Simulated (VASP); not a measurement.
# ZnS (F-43m) in VASP: a series of runs

ZnS is run at these levels: PBEsol; tasks: single point.

All numbers are computed with VASP 6.6.1; they aren't measurements. Logs are shortened: lines on timing, memory, paths and dates and some standing lists are left out, and cuts for length are marked.

### Step 1. The cell of the first run

It takes space group F-43m (No. 216, cubic). The conventional cell has a = 5.387 Å, b = 5.387 Å, c = 5.387 Å, α = 90.00°, β = 90.00°, γ = 90.00°. Within 3.1 Å of Zn (site symmetry -43m) lie 4 S at 2.33 Å. S (site symmetry -43m) has 4 Zn at 2.33 Å within 3.1 Å.

### Step 2. Single point, PBEsol

INCAR reads:

```
SYSTEM = ZnS
ALGO = Normal
EDIFF = 1E-6
ENCUT = 520
GGA = PS
ISIF = 2
ISMEAR = 0
LASPH = .TRUE.
LCHARG = .FALSE.
LREAL = .FALSE.
LWAVE = .FALSE.
NBANDS = 16
NELM = 80
PREC = Accurate
SIGMA = 0.1
```

KPOINTS reads:

```
k-points
0
G
  6 6 6
  0 0 0
```

POSCAR reads:

```
ZnS
1.0
    0.0000000000      2.6936828800      2.6936828800
    2.6936828800      0.0000000000      2.6936828800
    2.6936828800      2.6936828800      0.0000000000
Zn S
1 1
Direct
    0.0000000000      0.0000000000      0.0000000000
    0.7500000000      0.7500000000      0.7500000000
```

Potentials or basis: VASP PAW PBE potentials, release 64 (Zn, S).

On the command line:

```
cat potpaw_PBE.64/Zn/POTCAR potpaw_PBE.64/S/POTCAR > POTCAR
mpirun -np 1 vasp_std > vasp.out
```

OUTCAR:

```text
SYSTEM = ZnS
   EDIFF = 1E-6
   ENCUT = 520
   GGA = PS
   ISIF = 2
   ISMEAR = 0
   LASPH = .TRUE.
   LREAL = .FALSE.
   NELM = 80
   PREC = Accurate

 ion  position               nearest neighbor table
   1  0.000  0.000  0.000-   2 2.33   2 2.33   2 2.33   2 2.33
   2  0.750  0.750  0.750-   1 2.33   1 2.33   1 2.33   1 2.33

  LATTYP: Found a face centered cubic cell.
 ALAT       =     5.3873657600

  Lattice vectors:

 A1 = (   0.0000000000,   2.6936828800,   2.6936828800)
 A2 = (   2.6936828800,   0.0000000000,   2.6936828800)
 A3 = (   2.6936828800,   2.6936828800,   0.0000000000)

Analysis of symmetry for initial positions (statically):
=====================================================================
 Subroutine PRICEL returns:
 Original cell was already a primitive cell.

 Routine SETGRP: Setting up the symmetry group for a
 face centered cubic supercell.

 Subroutine GETGRP returns: Found 24 space group operations
 (whereof 24 operations were pure point group operations)
 out of a pool of 48 trial point group operations.

The static configuration has the point symmetry T_d .

Analysis of symmetry for dynamics (positions and initial velocities):
=====================================================================
 Subroutine PRICEL returns:
 Original cell was already a primitive cell.

 Routine SETGRP: Setting up the symmetry group for a
 face centered cubic supercell.

 Subroutine GETGRP returns: Found 24 space group operations
 (whereof 24 operations were pure point group operations)
 out of a pool of 48 trial point group operations.

The dynamic configuration has the point symmetry T_d .

 Subroutine INISYM returns: Found 24 space group operations
 (whereof 24 operations are pure point group operations),
 and found     1 'primitive' translations

----------------------------------------------------------------------------------------

                                     Primitive cell

  volume of cell :      39.0903

  direct lattice vectors                    reciprocal lattice vectors
     0.000000000  2.693682880  2.693682880    -0.185619474  0.185619474  0.185619474
     2.693682880  0.000000000  2.693682880     0.185619474 -0.185619474  0.185619474
     2.693682880  2.693682880  0.000000000     0.185619474  0.185619474 -0.185619474

  length of vectors
     3.809442862  3.809442862  3.809442862     0.321502360  0.321502360  0.321502360

  position of ions in fractional coordinates (direct lattice)
     0.000000000  0.000000000  0.000000000
     0.750000000  0.750000000  0.750000000

  ion indices of the primitive-cell ions
   primitive index   ion index
                 1           1
                 2           2

----------------------------------------------------------------------------------------

 KPOINTS: k-points

Automatic generation of k-mesh.
 Grid dimensions read from file:
 generate k-points for:    6    6    6

 Generating k-lattice:

  Cartesian coordinates                     Fractional coordinates (reciprocal lattice)
    -0.030936579  0.030936579  0.030936579     0.166666667  0.000000000  0.000000000
     0.030936579 -0.030936579  0.030936579     0.000000000  0.166666667  0.000000000
     0.030936579  0.030936579 -0.030936579     0.000000000  0.000000000  0.166666667

  Length of vectors
     0.053583727  0.053583727  0.053583727

  Shift w.r.t. Gamma in fractional coordinates (k-lattice)
     0.000000000  0.000000000  0.000000000

 Subroutine IBZKPT returns following result:
 ===========================================

 Found     16 irreducible k-points:

 Following reciprocal coordinates:
            Coordinates               Weight
  0.000000  0.000000  0.000000      1.000000
  0.166667  0.000000  0.000000      8.000000
  0.333333  0.000000  0.000000      8.000000
  0.500000  0.000000  0.000000      4.000000
  0.166667  0.166667  0.000000      6.000000
  0.333333  0.166667  0.000000     24.000000
[... 8 lines left out ...]
 -0.333333  0.333333  0.166667     24.000000
 -0.333333  0.500000  0.166667     12.000000
   k-points           NKPTS =     16   k-points in BZ     NKDIM =     16   number of bands    NBANDS=     16
   number of dos      NEDOS =    301   number of ions     NIONS =      2
   total plane-waves  NPLWV =  21952
   dimension x,y,z NGX =    28 NGY =   28 NGZ =   28
   dimension x,y,z NGXF=    56 NGYF=   56 NGZF=   56
   ions per type =               1   1
   NGX,Y,Z   is equivalent  to a cutoff of  12.22, 12.22, 12.22 a.u.
   NGXF,Y,Z  is equivalent  to a cutoff of  24.44, 24.44, 24.44 a.u.
 SYSTEM =  ZnS
   PREC   = accura    normal or accurate (medium, high low for compatibility)
   ISTART =      0    job   : 0-new  1-cont  2-samecut
   ICHARG =      2    charge: 1-file 2-atom 10-const
   ISPIN  =      1    spin polarized calculation?
   LNONCOLLINEAR =      F non collinear calculations
   LSORBIT =      F    spin-orbit coupling
   LASPH  =      T    aspherical Exc in radial PAW
   ENCUT  =  520.0 eV  38.22 Ry    6.18 a.u.   7.08  7.08  7.08*2*pi/ulx,y,z
   NELM   =     80;   NELMIN=  2; NELMDL= -5     # of ELM steps
   EDIFF  = 0.1E-05   stopping-criterion for ELM
   LREAL  =      F    real-space projection
   EDIFFG = 0.1E-04   stopping-criterion for IOM
   NSW    =      0    number of steps for IOM
   IBRION =     -1    ionic relax: 0-MD 1-quasi-New 2-CG
   NFREE  =      0    steps in history (QN), initial steepest desc. (CG)
   ISIF   =      2    stress and relaxation
   ISYM   =      2    0-nonsym 1-usesym 2-fastsym
   POTIM  = 0.5000    time-step for ionic-motion
   TEBEG  =    0.0;   TEEND  =   0.0 temperature during run
   PSTRESS=    0.0 pullay stress
   NELECT =      18.0000    total number of electrons
   NUPDOWN=      -1.0000    fix difference up-down
   EMIN   =  10.00;   EMAX   =-10.00  energy-range for DOS
   EFERMI =   0.00;   METHOD = LEGACY
   ISMEAR =     0;   SIGMA  =   0.10  broadening in eV -4-tet -1-fermi 0-gaus
   EFERMI_NEDOS =   21; number of points for ismear=-14 and -15
   IALGO  =     38    algorithm
   IMIX   =      4    mixing-type and parameters
     AMIX     =   0.40;   BMIX     =  1.00
     AMIX_MAG =   1.60;   BMIX_MAG =  1.00
  volume/ion in A,a.u.               =      19.55       131.90
  Fermi-wavevector in a.u.,A,eV,Ry     =   1.264181  2.388955 21.744194  1.598153
  Thomas-Fermi vector in A             =   2.397499
   LORBIT       =      0    0 simple, 1 ext, 2 COOP (PROOUT), +10 PAW based schemes
   GGA     = PS    functional components
   LHFCALC =     F    Hartree Fock is set to
   AEXX    =    0.0000 exact exchange contribution
   IVDW    =     0    specifies the selected vdW correction
   LEPSILON=     F    determine dielectric tensor
   LRPA    =     F    only Hartree local field effects (RPA)
 non-spin polarized calculation
 Gauss-broadening in eV      SIGMA  =   0.10
  energy-cutoff  :      520.00
  volume of cell :       39.09
 maximum number of plane-waves:      1067
   NGX = 15   NGY = 15   NGZ = 15

 number of electron      18.0000006 magnetization

 Free energy of the ion-electron system (eV)
  ---------------------------------------------------
  ext. energy  EPLUGINS =         0.00000000
  ---------------------------------------------------
  free energy    TOTEN  =        -7.58352057 eV

  energy without entropy =       -7.58352057  energy(sigma->0) =       -7.58352057

 E-fermi :   2.5649     XC(G=0):  -9.8924

 val. band max:        2.1025890400   @ k =   0.0000   0.0000   0.0000
 cond. band min:       4.1191074133   @ k =   0.0000   0.0000   0.0000
 fundamental gap:      2.0165183733
 Fermi energy:         2.5648921255

 k-point     1 :       0.0000    0.0000    0.0000
  band No.  band energies     occupation
      1     -11.1176      2.00000
      2      -4.3088      2.00000
      3      -4.3088      2.00000
      4      -4.3088      2.00000
      5      -3.7988      2.00000
      6      -3.7988      2.00000
[... 8 lines left out ...]
     15      13.8477      0.00000
     16      13.8477      0.00000

 k-point     2 :       0.1667    0.0000    0.0000
  band No.  band energies     occupation
      1     -10.9084      2.00000
      2      -4.3059      2.00000
      3      -4.2727      2.00000
      4      -4.2727      2.00000
      5      -3.8009      2.00000
      6      -3.8009      2.00000
[... 8 lines left out ...]
     15      13.0126      0.00000
     16      14.6136      0.00000

 k-point     3 :       0.3333    0.0000    0.0000
  band No.  band energies     occupation
      1     -10.4319      2.00000
      2      -4.2128      2.00000
      3      -4.2128      2.00000
      4      -4.1576      2.00000
      5      -3.7869      2.00000
      6      -3.7869      2.00000
[... 8 lines left out ...]
     15      13.6333      0.00000
     16      13.7659      0.00000

 k-point     4 :       0.5000    0.0000    0.0000
  band No.  band energies     occupation
      1     -10.1545      2.00000
      2      -4.1917      2.00000
      3      -4.1917      2.00000
      4      -3.7677      2.00000
      5      -3.7677      2.00000
      6      -3.5951      2.00000
[... 8 lines left out ...]
     15      15.5134      0.00000
     16      15.5134      0.00000

 k-point     5 :       0.1667    0.1667    0.0000
  band No.  band energies     occupation
      1     -10.8385      2.00000
      2      -4.3457      2.00000
      3      -4.2390      2.00000
      4      -4.2390      2.00000
      5      -3.8270      2.00000
      6      -3.7793      2.00000
[... 8 lines left out ...]
     15      14.2075      0.00000
     16      15.9639      0.00000

 k-point     6 :       0.3333    0.1667    0.0000
  band No.  band energies     occupation
      1     -10.4467      2.00000
      2      -4.3065      2.00000
      3      -4.1670      2.00000
      4      -4.1550      2.00000
      5      -3.8196      2.00000
      6      -3.7625      2.00000
[... 8 lines left out ...]
     15      14.6388      0.00000
     16      15.9543      0.00000

 k-point     7 :       0.5000    0.1667    0.0000
  band No.  band energies     occupation
      1     -10.0828      2.00000
      2      -4.2019      2.00000
      3      -4.1360      2.00000
      4      -3.9098      2.00000
      5      -3.7620      2.00000
      6      -3.6421      2.00000
[... 8 lines left out ...]
     15      15.5551      0.00000
     16      16.0144      0.00000

 k-point     8 :      -0.3333    0.1667    0.0000
  band No.  band energies     occupation
      1     -10.1761      2.00000
      2      -4.1889      2.00000
      3      -4.1599      2.00000
      4      -3.9864      2.00000
      5      -3.8021      2.00000
      6      -3.7342      2.00000
[... 8 lines left out ...]
     15      15.0263      0.00000
     16      16.1983      0.00000

 k-point     9 :      -0.1667    0.1667    0.0000
  band No.  band energies     occupation
      1     -10.6061      2.00000
      2      -4.2724      2.00000
      3      -4.2274      2.00000
      4      -4.2119      2.00000
      5      -3.8209      2.00000
      6      -3.7739      2.00000
[... 8 lines left out ...]
     15      14.0182      0.00000
     16      16.3541      0.00000

 k-point    10 :       0.3333    0.3333    0.0000
  band No.  band energies     occupation
      1     -10.2017      2.00000
      2      -4.3737      2.00000
      3      -4.0670      2.00000
      4      -4.0670      2.00000
      5      -3.8130      2.00000
      6      -3.7404      2.00000
[... 8 lines left out ...]
     15      15.1511      0.00000
     16      19.1235      0.00000

 k-point    11 :       0.5000    0.3333    0.0000
  band No.  band energies     occupation
      1      -9.9216      2.00000
      2      -4.2878      2.00000
      3      -4.0172      2.00000
      4      -3.9788      2.00000
      5      -3.7416      2.00000
      6      -3.6157      2.00000
[... 8 lines left out ...]
     15      15.7607      0.00000
     16      16.9774      0.00000

 k-point    12 :      -0.3333    0.3333    0.0000
  band No.  band energies     occupation
      1      -9.9120      2.00000
      2      -4.2048      2.00000
      3      -4.0608      2.00000
      4      -3.8612      2.00000
      5      -3.7838      2.00000
      6      -3.5169      2.00000
[... 8 lines left out ...]
     15      13.7429      0.00000
     16      18.5641      0.00000

 k-point    13 :       0.5000    0.5000    0.0000
  band No.  band energies     occupation
      1      -9.8303      2.00000
      2      -4.3573      2.00000
      3      -3.9576      2.00000
      4      -3.9576      2.00000
      5      -3.7209      2.00000
      6      -3.5802      2.00000
[... 8 lines left out ...]
     15      15.8475      0.00000
     16      16.6307      0.00000

 k-point    14 :       0.5000    0.3333    0.1667
  band No.  band energies     occupation
      1     -10.1008      2.00000
      2      -4.2246      2.00000
      3      -4.1278      2.00000
      4      -4.0106      2.00000
      5      -3.7764      2.00000
      6      -3.7240      2.00000
[... 8 lines left out ...]
     15      16.0283      0.00000
     16      16.6720      0.00000

 k-point    15 :      -0.3333    0.3333    0.1667
  band No.  band energies     occupation
      1      -9.9119      2.00000
      2      -4.1787      2.00000
      3      -4.0848      2.00000
      4      -3.8556      2.00000
      5      -3.8106      2.00000
      6      -3.4780      2.00000
[... 8 lines left out ...]
     15      15.7810      0.00000
     16      16.5380      0.00000

 k-point    16 :      -0.3333    0.5000    0.1667
  band No.  band energies     occupation
      1      -9.8256      2.00000
      2      -4.2275      2.00000
      3      -4.0082      2.00000
      4      -3.9204      2.00000
      5      -3.7759      2.00000
      6      -3.4337      2.00000
[... 8 lines left out ...]
     15      16.0379      0.00000
     16      16.8837      0.00000

------------------------ aborting loop because EDIFF is reached ----------------------------------------

  FORCE on cell =-STRESS in cart. coord.  units (eV):
  Direction    XX          YY          ZZ          XY          YZ          ZX
  --------------------------------------------------------------------------------------
  -------------------------------------------------------------------------------------
  Total       -0.2682474     -0.2682474     -0.2682474      0.0000000     -0.0000000      0.0000000
  in kB      -10.9945303    -10.9945303    -10.9945303      0.0000000     -0.0000000      0.0000000
  external PRESSURE =     -10.9945303 kB  Pullay stress =       0.0000000 kB

 VOLUME and BASIS-vectors are now :
 -----------------------------------------------------------------------------
  energy-cutoff  :      520.00
  volume of cell :       39.09
      direct lattice vectors                 reciprocal lattice vectors
     0.000000000  2.693682880  2.693682880    -0.185619474  0.185619474  0.185619474
     2.693682880  0.000000000  2.693682880     0.185619474 -0.185619474  0.185619474
     2.693682880  2.693682880  0.000000000     0.185619474  0.185619474 -0.185619474

 POSITION                                       TOTAL-FORCE (eV/Angst)
 -----------------------------------------------------------------------------------
      0.00000      0.00000      0.00000         0.000000      0.000000      0.000000
      4.04052      4.04052      4.04052        -0.000000     -0.000000     -0.000000
 -----------------------------------------------------------------------------------
    total drift:                               -0.000002     -0.000002     -0.000001

  FREE ENERGIE OF THE ION-ELECTRON SYSTEM (eV)
  ---------------------------------------------------
  free  energy   TOTEN  =        -7.5835205660 eV

  energy  without entropy=       -7.5835205660  energy(sigma->0) =       -7.58352057
```

Run time: 23 s. Hardware: 1 thread of Intel Xeon Platinum 8259CL at 2.50GHz (Skylake/Cascade Lake), shared host; peak memory 0.15 GiB.

Results:

```
Free energy            : -7.5835 eV
Pressure               : -1.1 GPa
Band gap on the k mesh : 2.02 eV, direct
```

Levels at points of the mesh, in eV from the valence-band top:
```csv
k point,band 5,band 6,band 7,band 8,band 9,band 10,band 11,band 12,band 13,band 14
"(0.00, 0.00, 0.00)",-5.90,-5.90,0.00,0.00,0.00,2.02,6.30,6.30,6.30,11.69
"(0.50, 0.00, 0.00)",-5.87,-5.70,-5.43,-0.89,-0.89,3.21,6.83,6.83,8.73,12.00
"(0.50, 0.50, 0.00)",-5.82,-5.68,-4.65,-2.28,-2.28,3.22,3.96,10.90,11.94,11.94
```

Caveat: the PAW data sets were made with another functional, which shifts forces and pressure a little. Expect the measured gap to be larger: semilocal functionals such as PBEsol lack the derivative discontinuity.

(Part 1 of 2 ends here.)
